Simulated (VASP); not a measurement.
Input of a VASP 6.6.1 run:

INCAR

```
SYSTEM = CoCl2O2
PREC     = Accurate       ! precision mode
ENCUT    = 520            ! plane-wave cutoff, eV
EDIFF    = 1E-6           ! SCF threshold, eV
ISMEAR   = -1             ! smearing method
SIGMA    = 0.05           ! smearing width, eV
LREAL    = .FALSE.        ! projectors in reciprocal space
LASPH    = .TRUE.         ! aspherical terms in the spheres
NELM     = 150            ! most SCF steps
ALGO     = Normal         ! electronic algorithm
ISIF     = 2              ! what is computed and relaxed
LWAVE    = .FALSE.        ! write WAVECAR
LCHARG   = .FALSE.        ! write CHGCAR
ISPIN    = 2              ! spin polarisation
MAGMOM   = 1.5 0 0 0 0    ! initial moments
LORBIT   = 11             ! projections on sites
NUPDOWN  = 1.5            ! fixed moment
LMAXMIX  = 4              ! l up to which the mixer works
GGA      = PE             ! functional
NBANDS   = 30             ! bands
```

File KPOINTS:

```
Automatic mesh
0
G
  4 4 7
  0 0 0
```

Contents of POSCAR:

```
CoCl2O2
1.0
    3.5808710000     -3.9269530000      0.0000000000
    3.5808710000      3.9269530000      0.0000000000
   -0.4203970000      0.0000000000      3.4576140000
Co Cl O
1 2 2
Direct
    0.0000000000      0.0000000000      0.0000000000
    0.7655230000      0.7655230000      0.4279410000
    0.2344770000      0.2344770000      0.5720590000
    0.7918370000      0.2081630000      0.0000000000
    0.2081630000      0.7918370000      0.0000000000
```

Potentials or basis: VASP PAW PBE potentials, release 64 (Co, Cl, O).

Launch:

```bash
$ cat potpaw_PBE.64/Co/POTCAR potpaw_PBE.64/Cl/POTCAR potpaw_PBE.64/O/POTCAR > POTCAR
$ mpirun -np 1 vasp_std > vasp.out
```

Problem. What does it give for the largest force?

Solution. 0.249 eV/Å.

Problem. Estimate the pressure.

Solution. -0.7 GPa.

Forces on the atoms (eV/Å):
```
Co   0.000  0.000  0.000
Cl   0.231  0.000  0.092
Cl  -0.231  0.000 -0.092
O    0.000 -0.224  0.000
O    0.000  0.224  0.000
```

Caveat: the total moment is fixed, so each spin has its own Fermi level and the state may be an excited one; a cell with one magnetic atom can't hold antiferromagnetic order, which such compounds often take.
